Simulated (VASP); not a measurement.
# CaC2 (R-3m) in VASP: single point with LDA

Aim: the single point of CaC2 with LDA.

Everything below comes from runs of VASP 6.6.1. Logs are shortened: lines on timing, memory, paths and dates and some standing lists are left out, and cuts for length are marked.

**1. The cell of the first run**

The structure is trigonal, space group R-3m (No. 166). Conventional cell: a = 3.889 Å, b = 3.889 Å, c = 11.862 Å, α = 90.00°, β = 90.00°, γ = 120.00°. Within 3.5 Å of Ca (site symmetry -3m) lie 12 C at 2.62 to 3.44 Å. Within 1.7 Å of C (site symmetry 3m) lie 1 C at 1.26 Å.

**2. Single point, LDA**

Input file INCAR:

```
  PREC = Accurate
  ENCUT = 520
  EDIFF = 1E-6
  ISMEAR = 0
  SIGMA = 0.05
  LREAL = False
  LASPH = True
  NELM = 100
  ALGO = Normal
  ISIF = 2
  LWAVE = False
  LCHARG = False
  GGA = CA
  NBANDS = 16
```

Input file KPOINTS:

```
Automatic mesh
0
Gamma
  9 9 9
```

Input file POSCAR:

```
CaC2
1.0
    1.9443979843      1.1225986996      3.9538747767
   -1.9443979843      1.1225986996      3.9538747767
    0.0000000000     -2.2451973993      3.9538747767
Ca C
1 2
Direct
    0.0000000000      0.0000000000      0.0000000000
    0.5529150000      0.5529150000      0.5529150000
    0.4470850000      0.4470850000      0.4470850000
```

Potentials or basis: VASP PAW LDA potentials, release 64 (Ca_sv, C).

The run is started by

```
$ cat potpaw_LDA.64/Ca_sv/POTCAR potpaw_LDA.64/C/POTCAR > POTCAR
$ mpirun -np 1 vasp_std > vasp.out
```

OUTCAR:

```text
PREC = Accurate
   ENCUT = 520
   EDIFF = 1E-6
   ISMEAR = 0
   LREAL = False
   LASPH = True
   NELM = 100
   ISIF = 2
   GGA = CA

 ion  position               nearest neighbor table
   1  0.000  0.000  0.000-   2 2.62   3 2.62   2 2.62   2 2.62   3 2.62   3 2.62
   2  0.553  0.553  0.553-   3 1.26   1 2.62   1 2.62   1 2.62
   3  0.447  0.447  0.447-   2 1.26   1 2.62   1 2.62   1 2.62

  LATTYP: Found a trigonal (rhomboedric) cell.
 ALAT       =     4.5468711343
 COS(alpha) =     0.6342578374

  Lattice vectors:

 A1 = (   1.9443979843,   1.1225986996,   3.9538747767)
 A2 = (  -1.9443979843,   1.1225986996,   3.9538747767)
 A3 = (   0.0000000000,  -2.2451973993,   3.9538747767)

Analysis of symmetry for initial positions (statically):
=====================================================================
 Subroutine PRICEL returns:
 Original cell was already a primitive cell.

 Routine SETGRP: Setting up the symmetry group for a
 trigonal (rhombohedral) supercell.

 Subroutine GETGRP returns: Found 12 space group operations
 (whereof 12 operations were pure point group operations)
 out of a pool of 12 trial point group operations.

The static configuration has the point symmetry D_3d.

Analysis of symmetry for dynamics (positions and initial velocities):
=====================================================================
 Subroutine PRICEL returns:
 Original cell was already a primitive cell.

 Routine SETGRP: Setting up the symmetry group for a
 trigonal (rhombohedral) supercell.

 Subroutine GETGRP returns: Found 12 space group operations
 (whereof 12 operations were pure point group operations)
 out of a pool of 12 trial point group operations.

The dynamic configuration has the point symmetry D_3d.

 Subroutine INISYM returns: Found 12 space group operations
 (whereof 12 operations are pure point group operations),
 and found     1 'primitive' translations

----------------------------------------------------------------------------------------

                                     Primitive cell

  volume of cell :      51.7826

  direct lattice vectors                    reciprocal lattice vectors
     1.944397984  1.122598700  3.953874777     0.257149001  0.148465045  0.084305486
    -1.944397984  1.122598700  3.953874777    -0.257149001  0.148465045  0.084305486
     0.000000000 -2.245197399  3.953874777     0.000000000 -0.296930090  0.084305486

  length of vectors
     4.546871134  4.546871134  4.546871134     0.308666314  0.308666314  0.308666314

  position of ions in fractional coordinates (direct lattice)
     0.000000000  0.000000000  0.000000000
     0.552915000  0.552915000  0.552915000
     0.447085000  0.447085000  0.447085000

  ion indices of the primitive-cell ions
   primitive index   ion index
                 1           1
                 2           2
                 3           3

----------------------------------------------------------------------------------------

 KPOINTS: Automatic mesh

Automatic generation of k-mesh.
 Grid dimensions read from file:
 generate k-points for:    9    9    9

 Generating k-lattice:

  Cartesian coordinates                     Fractional coordinates (reciprocal lattice)
     0.028572111  0.016496116  0.009367276     0.111111111  0.000000000  0.000000000
    -0.028572111  0.016496116  0.009367276     0.000000000  0.111111111  0.000000000
     0.000000000 -0.032992232  0.009367276    -0.000000000 -0.000000000  0.111111111

  Length of vectors
     0.034296257  0.034296257  0.034296257

  Shift w.r.t. Gamma in fractional coordinates (k-lattice)
     0.000000000  0.000000000  0.000000000

 Subroutine IBZKPT returns following result:
 ===========================================

 Found     85 irreducible k-points:

 Following reciprocal coordinates:
            Coordinates               Weight
  0.000000  0.000000  0.000000      1.000000
  0.111111  0.000000 -0.000000      6.000000
  0.222222  0.000000  0.000000      6.000000
  0.333333 -0.000000 -0.000000      6.000000
  0.444444  0.000000  0.000000      6.000000
  0.111111  0.111111 -0.000000      6.000000
[... 16 lines left out ...]
 -0.333333  0.333333  0.000000      6.000000
  0.444444  0.444444  0.000000      6.000000
 [... further k-points ...]
   k-points           NKPTS =     85   k-points in BZ     NKDIM =     85   number of bands    NBANDS=     16
   number of dos      NEDOS =    301   number of ions     NIONS =      3
   total plane-waves  NPLWV =  46656
   dimension x,y,z NGX =    36 NGY =   36 NGZ =   36
   dimension x,y,z NGXF=    72 NGYF=   72 NGZF=   72
   ions per type =               1   2
   NGX,Y,Z   is equivalent  to a cutoff of  13.16, 13.16, 13.16 a.u.
   NGXF,Y,Z  is equivalent  to a cutoff of  26.33, 26.33, 26.33 a.u.
 SYSTEM =  unknown system
   PREC   = accura    normal or accurate (medium, high low for compatibility)
   ISTART =      0    job   : 0-new  1-cont  2-samecut
   ICHARG =      2    charge: 1-file 2-atom 10-const
   ISPIN  =      1    spin polarized calculation?
   LNONCOLLINEAR =      F non collinear calculations
   LSORBIT =      F    spin-orbit coupling
   LASPH  =      T    aspherical Exc in radial PAW
   ENCUT  =  520.0 eV  38.22 Ry    6.18 a.u.   8.45  8.45  8.45*2*pi/ulx,y,z
   NELM   =    100;   NELMIN=  2; NELMDL= -5     # of ELM steps
   EDIFF  = 0.1E-05   stopping-criterion for ELM
   LREAL  =      F    real-space projection
   EDIFFG = 0.1E-04   stopping-criterion for IOM
   NSW    =      0    number of steps for IOM
   IBRION =     -1    ionic relax: 0-MD 1-quasi-New 2-CG
   NFREE  =      0    steps in history (QN), initial steepest desc. (CG)
   ISIF   =      2    stress and relaxation
   ISYM   =      2    0-nonsym 1-usesym 2-fastsym
   POTIM  = 0.5000    time-step for ionic-motion
   TEBEG  =    0.0;   TEEND  =   0.0 temperature during run
   PSTRESS=    0.0 pullay stress
   NELECT =      18.0000    total number of electrons
   NUPDOWN=      -1.0000    fix difference up-down
   EMIN   =  10.00;   EMAX   =-10.00  energy-range for DOS
   EFERMI =   0.00;   METHOD = LEGACY
   ISMEAR =     0;   SIGMA  =   0.05  broadening in eV -4-tet -1-fermi 0-gaus
   EFERMI_NEDOS =   21; number of points for ismear=-14 and -15
   IALGO  =     38    algorithm
   IMIX   =      4    mixing-type and parameters
     AMIX     =   0.40;   BMIX     =  1.00
     AMIX_MAG =   1.60;   BMIX_MAG =  1.00
  volume/ion in A,a.u.               =      17.26       116.48
  Fermi-wavevector in a.u.,A,eV,Ry     =   1.151077  2.175220 18.027424  1.324978
  Thomas-Fermi vector in A             =   2.287737
   LORBIT       =      0    0 simple, 1 ext, 2 COOP (PROOUT), +10 PAW based schemes
   GGA     = CA    functional components
   LHFCALC =     F    Hartree Fock is set to
   AEXX    =    0.0000 exact exchange contribution
   IVDW    =     0    specifies the selected vdW correction
   LEPSILON=     F    determine dielectric tensor
   LRPA    =     F    only Hartree local field effects (RPA)
 non-spin polarized calculation
 Gauss-broadening in eV      SIGMA  =   0.05
  energy-cutoff  :      520.00
  volume of cell :       51.78
 maximum number of plane-waves:      1425
 NGX is ok and might be reduce to    36
   NGX = 17   NGY = 17   NGZ = 17

 number of electron      18.0000001 magnetization

 Free energy of the ion-electron system (eV)
  ---------------------------------------------------
  ext. energy  EPLUGINS =         0.00000000
  ---------------------------------------------------
  free energy    TOTEN  =       -21.98054834 eV

  energy without entropy =      -21.98054834  energy(sigma->0) =      -21.98054834

 E-fermi :   0.9865     XC(G=0):  -9.4224

 val. band max:        0.7500417780   @ k =   0.4444   0.4444   0.4444
 cond. band min:       3.3956670580   @ k =   0.4444   0.4444   0.0000
 fundamental gap:      2.6456252800
 Fermi energy:         0.9865448880

 k-point     1 :       0.0000    0.0000    0.0000
  band No.  band energies     occupation
      1     -37.8302      2.00000
      2     -19.1934      2.00000
      3     -19.0585      2.00000
      4     -19.0585      2.00000
      5     -11.5724      2.00000
      6      -2.0068      2.00000
[... 8 lines left out ...]
     15       9.2433      0.00000
     16      10.8454      0.00000

 k-point     2 :       0.1111    0.0000   -0.0000
  band No.  band energies     occupation
      1     -37.8286      2.00000
      2     -19.1920      2.00000
      3     -19.0791      2.00000
      4     -19.0622      2.00000
      5     -11.5276      2.00000
      6      -2.2465      2.00000
[... 8 lines left out ...]
     15       9.2311      0.00000
     16      10.6075      0.00000

 k-point     3 :       0.2222    0.0000    0.0000
  band No.  band energies     occupation
      1     -37.8247      2.00000
      2     -19.1893      2.00000
      3     -19.1295      2.00000
      4     -19.0716      2.00000
      5     -11.4132      2.00000
      6      -2.5584      2.00000
[... 8 lines left out ...]
     15       9.1335      0.00000
     16       9.9714      0.00000

 k-point     4 :       0.3333   -0.0000   -0.0000
  band No.  band energies     occupation
      1     -37.8203      2.00000
      2     -19.2000      2.00000
      3     -19.1720      2.00000
      4     -19.0821      2.00000
      5     -11.2811      2.00000
      6      -2.8343      2.00000
[... 8 lines left out ...]
     15       8.7490      0.00000
     16       9.0540      0.00000
[... 324 lines left out ...]
 k-point    22 :      -0.4444    0.3333    0.0000
  band No.  band energies     occupation
      1     -37.8157      2.00000
      2     -19.1966      2.00000
      3     -19.1820      2.00000
      4     -19.1373      2.00000
      5     -11.2346      2.00000
      6      -2.7962      2.00000
[... 8 lines left out ...]
     15       9.0087      0.00000
     16       9.6750      0.00000

 k-point    23 :      -0.3333    0.3333    0.0000
  band No.  band energies     occupation
      1     -37.8151      2.00000
      2     -19.1857      2.00000
      3     -19.1759      2.00000
      4     -19.1623      2.00000
      5     -11.2053      2.00000
      6      -2.7489      2.00000
[... 8 lines left out ...]
     15       9.0286      0.00000
     16       9.3017      0.00000

 k-point    24 :       0.4444    0.4444    0.0000
  band No.  band energies     occupation
      1     -37.8167      2.00000
      2     -19.2107      2.00000
      3     -19.1928      2.00000
      4     -19.0968      2.00000
      5     -11.2836      2.00000
      6      -2.8062      2.00000
[... 8 lines left out ...]
     15       9.1218      0.00000
     16       9.8373      0.00000

 [... further k-points ...]
[... 5 lines left out ...]
  --------------------------------------------------------------------------------------
  -------------------------------------------------------------------------------------
  Total       -1.4914773     -1.4914773     -1.8620781      0.0000000      0.0000000      0.0000000
  in kB      -46.1469893    -46.1469893    -57.6135486      0.0000000      0.0000000      0.0000000
  external PRESSURE =     -49.9691757 kB  Pullay stress =       0.0000000 kB

 VOLUME and BASIS-vectors are now :
 -----------------------------------------------------------------------------
  energy-cutoff  :      520.00
  volume of cell :       51.78
      direct lattice vectors                 reciprocal lattice vectors
     1.944397984  1.122598700  3.953874777     0.257149001  0.148465045  0.084305486
    -1.944397984  1.122598700  3.953874777    -0.257149001  0.148465045  0.084305486
     0.000000000 -2.245197399  3.953874777     0.000000000 -0.296930090  0.084305486

 POSITION                                       TOTAL-FORCE (eV/Angst)
 -----------------------------------------------------------------------------------
      0.00000      0.00000      0.00000         0.000000      0.000000      0.000000
      0.00000     -0.00000      6.55847         0.000000      0.000000     -0.307783
      0.00000     -0.00000      5.30315         0.000000     -0.000000      0.307783
 -----------------------------------------------------------------------------------
    total drift:                                0.000000      0.000000     -0.000000

  FREE ENERGIE OF THE ION-ELECTRON SYSTEM (eV)
  ---------------------------------------------------
  free  energy   TOTEN  =       -21.9805483406 eV

  energy  without entropy=      -21.9805483406  energy(sigma->0) =      -21.98054834
```

It took 92 s on 1 thread of AMD EPYC 7R13 (Zen 3), shared host; peak memory 0.18 GiB.

What came out:

```yaml
Free_energy: -21.9805 eV
Pressure: -5.0 GPa
Largest_force: 0.308 eV/Å
Band_gap_on_the_k_mesh: 2.65 eV, indirect (least direct gap 3.75 eV)
```

Forces on the atoms (eV/Å):
```
Ca   0.000  0.000  0.000
C    0.000  0.000 -0.308
C    0.000  0.000  0.308
```

Stress tensor (GPa, compression positive):
```
-4.61  0.00  0.00
 0.00 -4.61  0.00
 0.00  0.00 -5.76
```
